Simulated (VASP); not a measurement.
# Sb (Pm-3m) in VASP: notebook

Sb is run at these levels: PBE0, r2SCAN0; tasks: single point.

Program: VASP 6.6.1. These are calculated values, not measurements. Logs are shortened: lines on timing, memory, paths and dates and some standing lists are left out, and cuts for length are marked.

### 1 The cell of the first run

Symmetry: Pm-3m, No. 221, cubic system. The conventional cell has a = 3.202 Å, b = 3.202 Å, c = 3.202 Å, α = 90.00°, β = 90.00°, γ = 90.00°. Sb (site symmetry m-3m) has 6 Sb at 3.20 Å within 4.2 Å.

This isn't the form of Sb at room conditions, which is rhombohedral.

### 2 Single point, PBE0

Input file POSCAR:

```
Sb
1.0
    3.2015837161      0.0000000000      0.0000000000
    0.0000000000      3.2015837161      0.0000000000
    0.0000000000      0.0000000000      3.2015837161
Sb
1
Direct
    0.0000000000      0.0000000000      0.0000000000
```

Input file INCAR.step1:

```
SYSTEM = Sb
ALGO = Normal
EDIFF = 1E-5
ENCUT = 400
GGA = PE
GGA_COMPAT = .FALSE.
ISIF = 2
ISMEAR = -1
LASPH = .TRUE.
LREAL = .FALSE.
LWAVE = .TRUE.
NBANDS = 14
NELM = 120
PREC = Accurate
SIGMA = 0.05
```

Input file INCAR.step2:

```
SYSTEM = Sb
AEXX = 0.25
ALGO = Normal
EDIFF = 1E-6
ENCUT = 400
GGA = PE
GGA_COMPAT = .FALSE.
ISIF = 2
ISMEAR = -1
ISTART = 1
LASPH = .TRUE.
LCHARG = .TRUE.
LELF = .TRUE.
LHFCALC = .TRUE.
LREAL = .FALSE.
LVHAR = .TRUE.
LWAVE = .FALSE.
NBANDS = 14
NELM = 120
PREC = Accurate
PRECFOCK = Normal
SIGMA = 0.05
```

Input file KPOINTS:

```
k-points
0
G
  4 4 4
  0 0 0
```

Potentials or basis: VASP PAW PBE potentials, release 64 (Sb_d_GW).

Started as:

```bash
cat potpaw_PBE.64/Sb_d_GW/POTCAR > POTCAR
cp INCAR.step1 INCAR
mpirun -np 1 vasp_std > vasp.out
cp INCAR.step2 INCAR
mpirun -np 1 vasp_std > vasp.out
```

OUTCAR:

```text
SYSTEM = Sb
   AEXX = 0.25
   EDIFF = 1E-6
   ENCUT = 400
   GGA = PE
   ISIF = 2
   ISMEAR = -1
   ISTART = 1
   LASPH = .TRUE.
   LHFCALC = .TRUE.
   LREAL = .FALSE.
   NELM = 120
   PREC = Accurate
   PRECFOCK = Normal

 ion  position               nearest neighbor table
   1  0.000  0.000  0.000-

  LATTYP: Found a simple cubic cell.
 ALAT       =     3.2015837161

  Lattice vectors:

 A1 = (   3.2015837161,   0.0000000000,   0.0000000000)
 A2 = (   0.0000000000,   3.2015837161,   0.0000000000)
 A3 = (   0.0000000000,   0.0000000000,   3.2015837161)

Analysis of symmetry for initial positions (statically):
=====================================================================
 Subroutine PRICEL returns:
 Original cell was already a primitive cell.

 Routine SETGRP: Setting up the symmetry group for a
 simple cubic supercell.

 Subroutine GETGRP returns: Found 48 space group operations
 (whereof 48 operations were pure point group operations)
 out of a pool of 48 trial point group operations.

The static configuration has the point symmetry O_h .

Analysis of symmetry for dynamics (positions and initial velocities):
=====================================================================
 Subroutine PRICEL returns:
 Original cell was already a primitive cell.

 Routine SETGRP: Setting up the symmetry group for a
 simple cubic supercell.

 Subroutine GETGRP returns: Found 48 space group operations
 (whereof 48 operations were pure point group operations)
 out of a pool of 48 trial point group operations.

The dynamic configuration has the point symmetry O_h .

 Subroutine INISYM returns: Found 48 space group operations
 (whereof 48 operations are pure point group operations),
 and found     1 'primitive' translations

----------------------------------------------------------------------------------------

                                     Primitive cell

  volume of cell :      32.8167

  direct lattice vectors                    reciprocal lattice vectors
     3.201583716  0.000000000  0.000000000     0.312345417  0.000000000  0.000000000
     0.000000000  3.201583716  0.000000000     0.000000000  0.312345417  0.000000000
     0.000000000  0.000000000  3.201583716     0.000000000  0.000000000  0.312345417

  length of vectors
     3.201583716  3.201583716  3.201583716     0.312345417  0.312345417  0.312345417

  position of ions in fractional coordinates (direct lattice)
     0.000000000  0.000000000  0.000000000

  ion indices of the primitive-cell ions
   primitive index   ion index
                 1           1

----------------------------------------------------------------------------------------

 KPOINTS: k-points

Automatic generation of k-mesh.
 Grid dimensions read from file:
 generate k-points for:    4    4    4

 Generating k-lattice:

  Cartesian coordinates                     Fractional coordinates (reciprocal lattice)
     0.078086354  0.000000000  0.000000000     0.250000000  0.000000000  0.000000000
     0.000000000  0.078086354  0.000000000     0.000000000  0.250000000  0.000000000
     0.000000000  0.000000000  0.078086354     0.000000000  0.000000000  0.250000000

  Length of vectors
     0.078086354  0.078086354  0.078086354

  Shift w.r.t. Gamma in fractional coordinates (k-lattice)
     0.000000000  0.000000000  0.000000000

 Subroutine IBZKPT returns following result:
 ===========================================

 Found     10 irreducible k-points:

 Following reciprocal coordinates:
            Coordinates               Weight
  0.000000  0.000000  0.000000      1.000000
  0.250000  0.000000  0.000000      6.000000
  0.500000  0.000000  0.000000      3.000000
  0.250000  0.250000  0.000000     12.000000
  0.500000  0.250000  0.000000     12.000000
  0.500000  0.500000  0.000000      3.000000
  0.250000  0.250000  0.250000      8.000000
  0.500000  0.250000  0.250000     12.000000
  0.500000  0.500000  0.250000      6.000000
  0.500000  0.500000  0.500000      1.000000
   k-points           NKPTS =     10   k-points in BZ     NKDIM =     64   number of bands    NBANDS=     14
   number of dos      NEDOS =    301   number of ions     NIONS =      1
   total plane-waves  NPLWV =  13824
   dimension x,y,z NGX =    24 NGY =   24 NGZ =   24
   dimension x,y,z NGXF=    48 NGYF=   48 NGZF=   48
   ions per type =               1
   NGX,Y,Z   is equivalent  to a cutoff of  12.46, 12.46, 12.46 a.u.
   NGXF,Y,Z  is equivalent  to a cutoff of  24.92, 24.92, 24.92 a.u.
 SYSTEM =  Sb
   PREC   = accura    normal or accurate (medium, high low for compatibility)
   ISTART =      1    job   : 0-new  1-cont  2-samecut
   ICHARG =      0    charge: 1-file 2-atom 10-const
   ISPIN  =      1    spin polarized calculation?
   LNONCOLLINEAR =      F non collinear calculations
   LSORBIT =      F    spin-orbit coupling
   LASPH  =      T    aspherical Exc in radial PAW
   ENCUT  =  400.0 eV  29.40 Ry    5.42 a.u.   5.22  5.22  5.22*2*pi/ulx,y,z
   NELM   =    120;   NELMIN=  2; NELMDL=  0     # of ELM steps
   EDIFF  = 0.1E-05   stopping-criterion for ELM
   LREAL  =      F    real-space projection
   EDIFFG = 0.1E-04   stopping-criterion for IOM
   NSW    =      0    number of steps for IOM
   IBRION =     -1    ionic relax: 0-MD 1-quasi-New 2-CG
   NFREE  =      0    steps in history (QN), initial steepest desc. (CG)
   ISIF   =      2    stress and relaxation
   ISYM   =      3    0-nonsym 1-usesym 2-fastsym
   POTIM  = 0.5000    time-step for ionic-motion
   TEBEG  =    0.0;   TEEND  =   0.0 temperature during run
   PSTRESS=    0.0 pullay stress
   NELECT =      15.0000    total number of electrons
   NUPDOWN=      -1.0000    fix difference up-down
   EMIN   =  10.00;   EMAX   =-10.00  energy-range for DOS
   EFERMI =   0.00;   METHOD = LEGACY
   ISMEAR =    -1;   SIGMA  =   0.05  broadening in eV -4-tet -1-fermi 0-gaus
   EFERMI_NEDOS =   21; number of points for ismear=-14 and -15
   IALGO  =     38    algorithm
   IMIX   =      1    mixing-type and parameters
     AMIX     =   0.40;   BMIX     =  1.00
     AMIX_MAG =   1.60;   BMIX_MAG =  1.00
  volume/ion in A,a.u.               =      32.82       221.46
  Fermi-wavevector in a.u.,A,eV,Ry     =   1.261073  2.383083 21.637431  1.590306
  Thomas-Fermi vector in A             =   2.394551
   LORBIT       =      0    0 simple, 1 ext, 2 COOP (PROOUT), +10 PAW based schemes
   GGA     = PE    functional components
   LHFCALC =     T    Hartree Fock is set to
   PRECFOCK=normal    Normal, Fast or Accurate (Low or Medium for compatibility)
   ENCUT4O =  -1.0   cutoff for four orbital integrals eV
   NKREDX  =     1    reduce k-point grid by
   NKREDY  =     1    reduce k-point grid by
   NKREDZ  =     1    reduce k-point grid by
   AEXX    =    0.2500 exact exchange contribution
   HFSCREEN=    0.0000 screening length (either q_TF or 0.3 A-1)
   HFSCREENC=   0.0000 screening length for correlation (either q_TF or 0.3 A-1)
   ENCUTFOCK=  -1.0 apply spherical cutoff to Coloumb kernel
   IVDW    =     0    specifies the selected vdW correction
   LEPSILON=     F    determine dielectric tensor
   LRPA    =     F    only Hartree local field effects (RPA)
 non-spin polarized calculation
  energy-cutoff  :      400.00
  volume of cell :       32.82
 maximum number of plane-waves:       624
 NGX is ok and might be reduce to    24
  NGX = 16; NGY = 16; NGZ = 16

 number of electron      14.9999997 magnetization

 Free energy of the ion-electron system (eV)
  ---------------------------------------------------
  ext. energy  EPLUGINS =         0.00000000
  ---------------------------------------------------
  free energy    TOTEN  =        -4.92487784 eV

  energy without entropy =       -4.91600425  energy(sigma->0) =       -4.92044105

 E-fermi :   4.4631     XC(G=0):  -7.5978

 val. band max:        3.2021171285   @ k =   0.2500   0.2500   0.2500
 cond. band min:       4.5455604328   @ k =   0.5000   0.2500   0.0000
 fundamental gap:      1.3434433043
 Fermi energy:         4.4631089374

 k-point     1 :       0.0000    0.0000    0.0000
  band No.  band energies     occupation
      1     -28.0438      2.00000
      2     -28.0438      2.00000
      3     -27.9020      2.00000
      4     -27.9020      2.00000
      5     -27.9020      2.00000
      6      -9.4481      2.00000
      7       7.8622      0.00000
      8       7.8622      0.00000
      9       7.8622      0.00000
     10      11.9144      0.00000
     11      11.9144      0.00000
     12      12.7061      0.00000
     13      23.8855      0.00000
     14      23.8855      0.00000

 k-point     2 :       0.2500    0.0000    0.0000
  band No.  band energies     occupation
      1     -28.0406      2.00000
      2     -27.9827      2.00000
      3     -27.9199      2.00000
      4     -27.9199      2.00000
      5     -27.9001      2.00000
      6      -8.5638      2.00000
      7       1.6573      2.00000
      8       8.6829      0.00000
      9       8.6829      0.00000
     10      12.6975      0.00000
     11      13.2676      0.00000
     12      18.6018      0.00000
     13      19.6743      0.00000
     14      19.6780      0.00000

 k-point     3 :       0.5000    0.0000    0.0000
  band No.  band energies     occupation
      1     -28.0377      2.00000
      2     -27.9381      2.00000
      3     -27.9381      2.00000
      4     -27.9221      2.00000
      5     -27.8987      2.00000
      6      -7.0690      2.00000
      7      -2.0367      2.00000
      8       9.8485      0.00000
      9       9.8485      0.00000
     10      14.2783      0.00000
     11      15.4541      0.00000
     12      16.1987      0.00000
     13      16.6261      0.00000
     14      16.9265      0.00000

 k-point     4 :       0.2500    0.2500    0.0000
  band No.  band energies     occupation
      1     -28.0099      2.00000
      2     -27.9501      2.00000
      3     -27.9397      2.00000
      4     -27.9184      2.00000
      5     -27.9181      2.00000
      6      -7.6720      2.00000
      7       2.3434      2.00000
      8       2.8206      2.00000
      9       9.5095      0.00000
     10      13.0566      0.00000
     11      14.1124      0.00000
     12      19.5969      0.00000
     13      19.7936      0.00000
     14      20.1430      0.00000

 k-point     5 :       0.5000    0.2500    0.0000
  band No.  band energies     occupation
      1     -27.9996      2.00000
      2     -27.9593      2.00000
      3     -27.9359      2.00000
      4     -27.9161      2.00000
      5     -27.8961      2.00000
      6      -6.1465      2.00000
      7      -1.1716      2.00000
      8       4.5456      0.32248
      9      10.2373      0.00000
     10      10.6609      0.00000
     11      15.9148      0.00000
     12      16.8936      0.00000
     13      17.6899      0.00000
     14      21.3654      0.00000

 k-point     6 :       0.5000    0.5000    0.0000
  band No.  band energies     occupation
      1     -27.9802      2.00000
      2     -27.9771      2.00000
      3     -27.9337      2.00000
      4     -27.9337      2.00000
      5     -27.8535      2.00000
      6      -4.4654      2.00000
      7       0.1159      2.00000
      8       0.1159      2.00000
      9       7.2460      0.00000
     10      11.7545      0.00000
     11      18.2037      0.00000
     12      18.2037      0.00000
     13      18.3211      0.00000
     14      19.3468      0.00000

 k-point     7 :       0.2500    0.2500    0.2500
  band No.  band energies     occupation
      1     -27.9483      2.00000
      2     -27.9483      2.00000
      3     -27.9382      2.00000
      4     -27.9372      2.00000
      5     -27.9372      2.00000
      6      -6.7736      2.00000
      7       3.2021      2.00000
      8       3.2021      2.00000
      9       4.7033      0.01627
     10      13.5060      0.00000
     11      14.5224      0.00000
     12      14.5224      0.00000
     13      20.3544      0.00000
     14      20.3544      0.00000

 k-point     8 :       0.5000    0.2500    0.2500
  band No.  band energies     occupation
      1     -27.9572      2.00000
      2     -27.9568      2.00000
      3     -27.9461      2.00000
      4     -27.9353      2.00000
      5     -27.8858      2.00000
      6      -5.2154      2.00000
      7      -0.3175      2.00000
      8       5.1010      0.00001
      9       5.9721      0.00000
     10      10.6315      0.00000
     11      11.6344      0.00000
     12      15.7073      0.00000
     13      18.9255      0.00000
     14      21.6625      0.00000

 k-point     9 :       0.5000    0.5000    0.2500
  band No.  band energies     occupation
      1     -27.9780      2.00000
      2     -27.9547      2.00000
      3     -27.9547      2.00000
      4     -27.9148      2.00000
      5     -27.8519      2.00000
      6      -3.5022      2.00000
      7       0.9268      2.00000
      8       0.9268      2.00000
      9       6.8541      0.00000
     10       8.1130      0.00000
     11      12.7770      0.00000
     12      12.7770      0.00000
     13      15.6634      0.00000
     14      24.3287      0.00000

 k-point    10 :       0.5000    0.5000    0.5000
  band No.  band energies     occupation
      1     -27.9757      2.00000
      2     -27.9757      2.00000
      3     -27.9757      2.00000
      4     -27.8503      2.00000
      5     -27.8503      2.00000
      6      -1.6020      2.00000
      7       2.0591      2.00000
      8       2.0591      2.00000
      9       2.0591      2.00000
     10       9.9121      0.00000
     11       9.9121      0.00000
     12       9.9121      0.00000
     13      12.1248      0.00000
     14      29.3475      0.00000

------------------------ aborting loop because EDIFF is reached ----------------------------------------

  FORCE on cell =-STRESS in cart. coord.  units (eV):
  Direction    XX          YY          ZZ          XY          YZ          ZX
  --------------------------------------------------------------------------------------
  -------------------------------------------------------------------------------------
  Total       -1.5080336     -1.5080336     -1.5080336      0.0000000      0.0000000     -0.0000000
  in kB      -73.6252887    -73.6252887    -73.6252887      0.0000000      0.0000000     -0.0000000
  external PRESSURE =     -73.6252887 kB  Pullay stress =       0.0000000 kB

 VOLUME and BASIS-vectors are now :
 -----------------------------------------------------------------------------
  energy-cutoff  :      400.00
  volume of cell :       32.82
      direct lattice vectors                 reciprocal lattice vectors
     3.201583716  0.000000000  0.000000000     0.312345417  0.000000000  0.000000000
     0.000000000  3.201583716  0.000000000     0.000000000  0.312345417  0.000000000
     0.000000000  0.000000000  3.201583716     0.000000000  0.000000000  0.312345417

 POSITION                                       TOTAL-FORCE (eV/Angst)
 -----------------------------------------------------------------------------------
      0.00000      0.00000      0.00000         0.000000      0.000000      0.000000
 -----------------------------------------------------------------------------------
    total drift:                               -0.000001     -0.000002     -0.000002

  FREE ENERGIE OF THE ION-ELECTRON SYSTEM (eV)
  ---------------------------------------------------
  free  energy   TOTEN  =        -4.9248778386 eV

  energy  without entropy=       -4.9160042538  energy(sigma->0) =       -4.92044105
```

It took 78 s on 1 thread of Intel Xeon Platinum 8488C (Sapphire Rapids), shared host; peak memory 0.14 GiB.

Results:

* Free energy: -4.9249 eV
* Pressure: -7.4 GPa
* Band gap on the k mesh: zero (an odd number of electrons rules out a gap without spin polarisation)

Levels at points of the mesh, in eV from the Fermi level:
| k point | band 5 | band 6 | band 7 | band 8 | band 9 | band 10 |
| --- | --- | --- | --- | --- | --- | --- |
| (0.00, 0.00, 0.00) | -32.37 | -13.91 | 3.40 | 3.40 | 3.40 | 7.45 |
| (0.50, 0.00, 0.00) | -32.36 | -11.53 | -6.50 | 5.39 | 5.39 | 9.82 |
| (0.50, 0.50, 0.00) | -32.32 | -8.93 | -4.35 | -4.35 | 2.78 | 7.29 |
| (0.50, 0.50, 0.50) | -32.31 | -6.07 | -2.40 | -2.40 | -2.40 | 5.45 |

Caveat: the k points lie up to 0.49 Å⁻¹ apart, too coarse for converged energies and pressures of a metal; the PAW data sets were made with another functional, which shifts forces and pressure a little; spin-orbit coupling is left out, which moves the levels of the heavy elements.

[end of part 1 of 2]

The gap in the log of VASP goes by the Fermi energy; the results here count the filled bands.